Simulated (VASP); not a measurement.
Here is a VASP 6.6.1 calculation.

File POSCAR:

```
Tl
1.0
    0.0000000000      3.3350000000      3.3350000000
    3.3350000000      0.0000000000      3.3350000000
    3.3350000000      3.3350000000      0.0000000000
Tl
2
Direct
    1.0000000000      1.0000000000      1.0000000000
    0.2500000000      0.2500000000      0.2500000000
```

The input INCAR.step1:

```
PREC = Accurate
ENCUT = 550
ISMEAR = -1
SIGMA = 0.05
LREAL = False
LASPH = True
NELM = 120
GGA = PE
ALGO = Normal
EDIFF = 1E-5
LWAVE = True
LCHARG = False
GGA_COMPAT = False
IBRION = 2
ISIF = 3
EDIFFG = -0.005
NELMIN = 4
NSW = 100
```

INCAR.step2

```
PREC = Accurate
ENCUT = 550
EDIFF = 1E-7
ISMEAR = -1
SIGMA = 0.05
LREAL = False
LASPH = True
NELM = 120
ALGO = Normal
ISIF = 3
LWAVE = False
LCHARG = False
METAGGA = R2SCAN
LMIXTAU = True
IBRION = 2
NSW = 80
EDIFFG = -0.02
ISTART = 1
GGA_COMPAT = False
NELMIN = 4
```

The input KPOINTS:

```
Automatic mesh
0
Gamma
  5 5 5
```

Potentials or basis: VASP PAW PBE potentials, release 64 (Tl_d).

Launch:

```console
$ cat potpaw_PBE.64/Tl_d/POTCAR > POTCAR
$ cp INCAR.step1 INCAR
$ mpirun -np 1 vasp_std > vasp.out
$ cp INCAR.step2 INCAR
$ mpirun -np 1 vasp_std > vasp.out
```

(1) What does it give for the relaxed cell?

(2) Estimate the space group after relaxing (to 0.1 Å).

Results:

(1) a = 4.909 Å, b = 4.909 Å, c = 4.909 Å, α = 60.00°, β = 60.00°, γ = 60.00°.

(2) Fd-3m (No. 227).
